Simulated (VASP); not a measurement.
# Dy (P6_3/mmc) in VASP: single point with PBE

Aim: the single point of Dy with PBE.

Program: VASP 6.6.1. These are calculated values, not measurements. Logs are shortened: lines on timing, memory, paths and dates and some standing lists are left out, and cuts for length are marked.

### 1 The cell of the first run

Symmetry: P6_3/mmc, No. 194, hexagonal system. Conventional cell: a = 3.523 Å, b = 3.523 Å, c = 5.688 Å, α = 90.00°, β = 90.00°, γ = 120.00°. Within 4.6 Å of Dy (site symmetry -6m2) lie 12 Dy at 3.50 to 3.52 Å.

### 2 Single point, PBE, collinear spin, antiferromagnetic start (30.58 Å³/atom)

Input file INCAR:

```
SYSTEM = Dy
  PREC = Accurate
  ENCUT = 520
  EDIFF = 1E-6
  ISMEAR = -1
  SIGMA = 0.05
  LREAL = .FALSE.
  LASPH = .TRUE.
  NELM = 150
  ALGO = Normal
  ISIF = 2
  LWAVE = .FALSE.
  LCHARG = .FALSE.
  ISPIN = 2
  MAGMOM = 4.697 -4.697
  LORBIT = 11
  LMAXMIX = 6
  GGA = PE
  NBANDS = 31
```

Input file KPOINTS:

```
Automatic mesh
0
G
  13 13 7
  0 0 0
```

Input file POSCAR:

```
Dy
1.0
    3.5234120968      0.0000000000      0.0000000000
   -1.7617060484      3.0513643838      0.0000000000
    0.0000000000      0.0000000000      5.6880046480
Dy
2
Direct
    0.3333333333      0.6666666667      0.2500000000
    0.6666666667      0.3333333333      0.7500000000
```

Potentials or basis: VASP PAW PBE potentials, release 64 (Dy).

The run is started by

```sh
$ cat potpaw_PBE.64/Dy/POTCAR > POTCAR
$ mpirun -np 1 vasp_std > vasp.out
```

OUTCAR:

```text
SYSTEM = Dy
   PREC = Accurate
   ENCUT = 520
   EDIFF = 1E-6
   ISMEAR = -1
   LREAL = .FALSE.
   LASPH = .TRUE.
   NELM = 150
   ISIF = 2
   ISPIN = 2
   LORBIT = 11
   GGA = PE

 ion  position               nearest neighbor table
   1  0.333  0.667  0.250-   2 3.50   2 3.50   2 3.50   2 3.50   2 3.50   2 3.50
   2  0.667  0.333  0.750-   1 3.50   1 3.50   1 3.50   1 3.50   1 3.50   1 3.50

  LATTYP: Found a hexagonal cell.
 ALAT       =     3.5234120968
 C/A-ratio  =     1.6143455525

  Lattice vectors:

 A1 = (   3.5234120968,   0.0000000000,   0.0000000000)
 A2 = (  -1.7617060484,   3.0513643838,   0.0000000000)
 A3 = (   0.0000000000,   0.0000000000,   5.6880046480)

Analysis of symmetry for initial positions (statically):
=====================================================================
 Subroutine PRICEL returns:
 Original cell was already a primitive cell.

 Routine SETGRP: Setting up the symmetry group for a
 hexagonal supercell.

 Subroutine GETGRP returns: Found 24 space group operations
 (whereof 12 operations were pure point group operations)
 out of a pool of 24 trial point group operations.

The static configuration has the point symmetry D_3d.
 The point group associated with its full space group is D_6h.

Analysis of symmetry for dynamics (positions and initial velocities):
=====================================================================
 Subroutine PRICEL returns:
 Original cell was already a primitive cell.

 Routine SETGRP: Setting up the symmetry group for a
 hexagonal supercell.

 Subroutine GETGRP returns: Found 24 space group operations
 (whereof 12 operations were pure point group operations)
 out of a pool of 24 trial point group operations.

The dynamic configuration has the point symmetry D_3d.
 The point group associated with its full space group is D_6h.

Analysis of structural, dynamic, and magnetic symmetry:
=====================================================================
 Subroutine PRICEL returns:
 Original cell was already a primitive cell.

 Routine SETGRP: Setting up the symmetry group for a
 hexagonal supercell.

 Subroutine GETGRP returns: Found 24 space group operations
 (whereof 12 operations were pure point group operations)
 out of a pool of 24 trial point group operations.

The overall configuration has the point symmetry D_3d.
 The point group associated with its full space group is D_6h.

 Subroutine INISYM returns: Found 24 space group operations
 (whereof 12 operations are pure point group operations),
 and found     1 'primitive' translations

----------------------------------------------------------------------------------------

                                     Primitive cell

  volume of cell :      61.1530

  direct lattice vectors                    reciprocal lattice vectors
     3.523412097  0.000000000  0.000000000     0.283815793  0.163861125  0.000000000
    -1.761706048  3.051364384  0.000000000     0.000000000  0.327722250  0.000000000
     0.000000000  0.000000000  5.688004648     0.000000000  0.000000000  0.175808576

  length of vectors
     3.523412097  3.523412097  5.688004648     0.327722250  0.327722250  0.175808576

  position of ions in fractional coordinates (direct lattice)
     0.333333333  0.666666667  0.250000000
     0.666666667  0.333333333  0.750000000

  ion indices of the primitive-cell ions
   primitive index   ion index
                 1           1
                 2           2

----------------------------------------------------------------------------------------

 KPOINTS: Automatic mesh

Automatic generation of k-mesh.
 Grid dimensions read from file:
 generate k-points for:   13   13    7

 Generating k-lattice:

  Cartesian coordinates                     Fractional coordinates (reciprocal lattice)
     0.021831984  0.012604702  0.000000000     0.076923077 -0.000000000  0.000000000
     0.000000000  0.025209404  0.000000000     0.000000000  0.076923077  0.000000000
     0.000000000  0.000000000  0.025115511     0.000000000  0.000000000  0.142857143

  Length of vectors
     0.025209404  0.025209404  0.025115511

  Shift w.r.t. Gamma in fractional coordinates (k-lattice)
     0.000000000  0.000000000  0.000000000

 Subroutine IBZKPT returns following result:
 ===========================================

 Found     84 irreducible k-points:

 Following reciprocal coordinates:
            Coordinates               Weight
  0.000000  0.000000  0.000000      1.000000
  0.076923  0.000000  0.000000      6.000000
  0.153846  0.000000  0.000000      6.000000
  0.230769  0.000000  0.000000      6.000000
  0.307692  0.000000  0.000000      6.000000
  0.384615  0.000000  0.000000      6.000000
[... 16 lines left out ...]
  0.076923  0.000000  0.142857     12.000000
  0.153846  0.000000  0.142857     12.000000
 [... further k-points ...]
   k-points           NKPTS =     84   k-points in BZ     NKDIM =     84   number of bands    NBANDS=     31
   number of dos      NEDOS =    301   number of ions     NIONS =      2
   total plane-waves  NPLWV =  32928
   dimension x,y,z NGX =    28 NGY =   28 NGZ =   42
   dimension x,y,z NGXF=    56 NGYF=   56 NGZF=   84
   ions per type =               2
   NGX,Y,Z   is equivalent  to a cutoff of  13.21, 13.21, 12.28 a.u.
   NGXF,Y,Z  is equivalent  to a cutoff of  26.42, 26.42, 24.55 a.u.
 SYSTEM =  Dy
   PREC   = accura    normal or accurate (medium, high low for compatibility)
   ISTART =      0    job   : 0-new  1-cont  2-samecut
   ICHARG =      2    charge: 1-file 2-atom 10-const
   ISPIN  =      2    spin polarized calculation?
   LNONCOLLINEAR =      F non collinear calculations
   LSORBIT =      F    spin-orbit coupling
   LASPH  =      T    aspherical Exc in radial PAW
   ENCUT  =  520.0 eV  38.22 Ry    6.18 a.u.   6.55  6.55 10.58*2*pi/ulx,y,z
   NELM   =    150;   NELMIN=  2; NELMDL= -5     # of ELM steps
   EDIFF  = 0.1E-05   stopping-criterion for ELM
   LREAL  =      F    real-space projection
   EDIFFG = 0.1E-04   stopping-criterion for IOM
   NSW    =      0    number of steps for IOM
   IBRION =     -1    ionic relax: 0-MD 1-quasi-New 2-CG
   NFREE  =      0    steps in history (QN), initial steepest desc. (CG)
   ISIF   =      2    stress and relaxation
   ISYM   =      2    0-nonsym 1-usesym 2-fastsym
   POTIM  = 0.5000    time-step for ionic-motion
   TEBEG  =    0.0;   TEEND  =   0.0 temperature during run
   PSTRESS=    0.0 pullay stress
   NELECT =      40.0000    total number of electrons
   NUPDOWN=      -1.0000    fix difference up-down
   EMIN   =  10.00;   EMAX   =-10.00  energy-range for DOS
   EFERMI =   0.00;   METHOD = LEGACY
   ISMEAR =    -1;   SIGMA  =   0.05  broadening in eV -4-tet -1-fermi 0-gaus
   EFERMI_NEDOS =   21; number of points for ismear=-14 and -15
   IALGO  =     38    algorithm
   IMIX   =      4    mixing-type and parameters
     AMIX     =   0.40;   BMIX     =  1.00
     AMIX_MAG =   1.60;   BMIX_MAG =  1.00
  volume/ion in A,a.u.               =      30.58       206.34
  Fermi-wavevector in a.u.,A,eV,Ry     =   1.421092  2.685475 27.477018  2.019504
  Thomas-Fermi vector in A             =   2.541939
   LORBIT       =     11    0 simple, 1 ext, 2 COOP (PROOUT), +10 PAW based schemes
   GGA     = PE    functional components
   LHFCALC =     F    Hartree Fock is set to
   AEXX    =    0.0000 exact exchange contribution
   IVDW    =     0    specifies the selected vdW correction
   LEPSILON=     F    determine dielectric tensor
   LRPA    =     F    only Hartree local field effects (RPA)
 spin polarized calculation
  energy-cutoff  :      520.00
  volume of cell :       61.15
 maximum number of plane-waves:      1681
 NGX is ok and might be reduce to    28
   NGX = 13   NGY = 13   NGZ = 21

 number of electron      39.9999983 magnetization      -0.0000000

 number of electron      39.9999983 magnetization       0.0000000

 Free energy of the ion-electron system (eV)
  ---------------------------------------------------
  ext. energy  EPLUGINS =         0.00000000
  ---------------------------------------------------
  free energy    TOTEN  =       -15.75012819 eV

  energy without entropy =      -15.65236127  energy(sigma->0) =      -15.70124473

 E-fermi :   2.9284     XC(G=0): -10.2926

 val. band max:        2.9237584816   @ k =   0.1538   0.0769   0.0000
 cond. band min:       2.9316883444   @ k =   0.2308   0.0769   0.2857
 fundamental gap:      0.0079298627
 Fermi energy:         2.9283833256

 spin component 1

 k-point     1 :       0.0000    0.0000    0.0000
  band No.  band energies     occupation
      1     -44.1389      1.00000
      2     -42.0468      1.00000
      3     -20.2146      1.00000
      4     -19.6224      1.00000
      5     -19.6224      1.00000
      6     -18.4727      1.00000
[... 23 lines left out ...]
     30       6.0755      0.00000
     31       6.6257      0.00000
[... 751 lines left out ...]
      1     -44.1299      1.00000
      2     -42.0367      1.00000
      3     -20.1668      1.00000
      4     -19.7521      1.00000
      5     -19.6520      1.00000
      6     -18.4906      1.00000
[... 23 lines left out ...]
     30       6.2256      0.00000
     31       6.6558      0.00000

 [... further k-points ...]

 spin component 2

 k-point     1 :       0.0000    0.0000    0.0000
  band No.  band energies     occupation
      1     -44.1389      1.00000
      2     -42.0468      1.00000
      3     -20.2146      1.00000
      4     -19.6224      1.00000
      5     -19.6224      1.00000
      6     -18.4727      1.00000
[... 23 lines left out ...]
     30       6.0755      0.00000
     31       6.6257      0.00000
[... 751 lines left out ...]
      1     -44.1299      1.00000
      2     -42.0367      1.00000
      3     -20.1668      1.00000
      4     -19.7521      1.00000
      5     -19.6520      1.00000
      6     -18.4906      1.00000
[... 23 lines left out ...]
     30       6.2256      0.00000
     31       6.6544      0.00000

 [... further k-points ...]

------------------------ aborting loop because EDIFF is reached ----------------------------------------

  FORCE on cell =-STRESS in cart. coord.  units (eV):
  Direction    XX          YY          ZZ          XY          YZ          ZX
  --------------------------------------------------------------------------------------
  -------------------------------------------------------------------------------------
  Total        0.9051911      0.9051911      0.9306046      0.0000000      0.0000000      0.0000000
  in kB       23.7155604     23.7155604     24.3813815      0.0000000      0.0000000      0.0000000
  external PRESSURE =      23.9375008 kB  Pullay stress =       0.0000000 kB

 VOLUME and BASIS-vectors are now :
 -----------------------------------------------------------------------------
  energy-cutoff  :      520.00
  volume of cell :       61.15
      direct lattice vectors                 reciprocal lattice vectors
     3.523412097  0.000000000  0.000000000     0.283815793  0.163861125  0.000000000
    -1.761706048  3.051364384  0.000000000     0.000000000  0.327722250  0.000000000
     0.000000000  0.000000000  5.688004648     0.000000000  0.000000000  0.175808576

 POSITION                                       TOTAL-FORCE (eV/Angst)
 -----------------------------------------------------------------------------------
     -0.00000      2.03424      1.42200        -0.000000      0.000000      0.000000
      1.76171      1.01712      4.26600         0.000000     -0.000000      0.000000
 -----------------------------------------------------------------------------------
    total drift:                               -0.000000      0.000000     -0.000000

  FREE ENERGIE OF THE ION-ELECTRON SYSTEM (eV)
  ---------------------------------------------------
  free  energy   TOTEN  =       -15.7501281851 eV

  energy  without entropy=      -15.6523612675  energy(sigma->0) =      -15.70124473

 total charge

# of ion       s       p       d       f       tot
--------------------------------------------------
    1        2.170   5.806   0.550   9.260  17.787
    2        2.170   5.806   0.550   9.260  17.787
--------------------------------------------------
tot          4.341  11.612   1.100  18.521  35.573

 magnetization (x)

# of ion       s       p       d       f       tot
--------------------------------------------------
    1        0.014  -0.053   0.085   4.584   4.630
    2       -0.014   0.053  -0.085  -4.584  -4.630
--------------------------------------------------
tot          0.000   0.000   0.000   0.000   0.000
```

Wall time 36 min (1 thread of Intel Xeon 8259CL, shared host); peak memory 0.39 GiB.

Results:

```yaml
Free_energy: -15.7501 eV
Pressure: 2.4 GPa
Band_gap_on_the_k_mesh: zero (filled and empty bands overlap)
Net_moment: 0.00 μB per cell
Site_moments: Dy +4.63, -4.63 μB
Valence_electrons_inside_the_program's_atomic_spheres: Dy 17.79
```

Caveat: the magnetic or orbital state may not be the lowest; the antiferromagnetic order is the one typed at the start, and another may lie lower; spin-orbit coupling is left out, which moves the levels of the heavy elements; semilocal functionals describe open f shells poorly, which spoils levels, moments and volumes. The state reached can hang on the start; a lower one may exist.
